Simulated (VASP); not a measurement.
# SiC (Moissanite 3C): single point with PBE

The system is SiC (Moissanite 3C).

```
Si C
1.0
     0.00000    2.20767    2.20767
     2.20767    0.00000    2.20767
     2.20767    2.20767    0.00000
Si C
1 1
Direct
  0.00000 0.00000 0.00000
  0.75000 0.75000 0.75000
```

```json
{
 "Program": "VASP 6.6.1",
 "Task": "single point",
 "Functional": "PBE",
 "Potentials or basis": "VASP PAW PBE potentials, release 64 (Si, C)",
 "Cutoff": "520 eV",
 "k mesh": "10 × 10 × 10",
 "Occupations": "fermi-dirac, width 0.05 eV",
 "Spin": "no spin polarisation"
}
```

```yaml
Pressure: -5.0 GPa
Band_gap_on_the_k_mesh: 1.39 eV, indirect (least direct gap 4.50 eV)
```

Levels at points of the mesh, in eV from the valence-band top:
```tsv
k point	band 2	band 3	band 4	band 5	band 6	band 7
(0.00, 0.00, 0.00)	0.00	0.00	0.00	5.78	7.04	7.04
(0.50, 0.00, 0.00)	-8.32	-1.04	-1.04	5.08	7.07	7.07
(0.50, 0.50, 0.00)	-7.67	-3.11	-3.11	1.39	4.19	13.58
```

Run time: 17 s on 1 thread of AMD EPYC 7R43 64-Core Processor (Zen 3), on a shared host, peak memory 0.09 GiB.

A k mesh can miss the band edges.
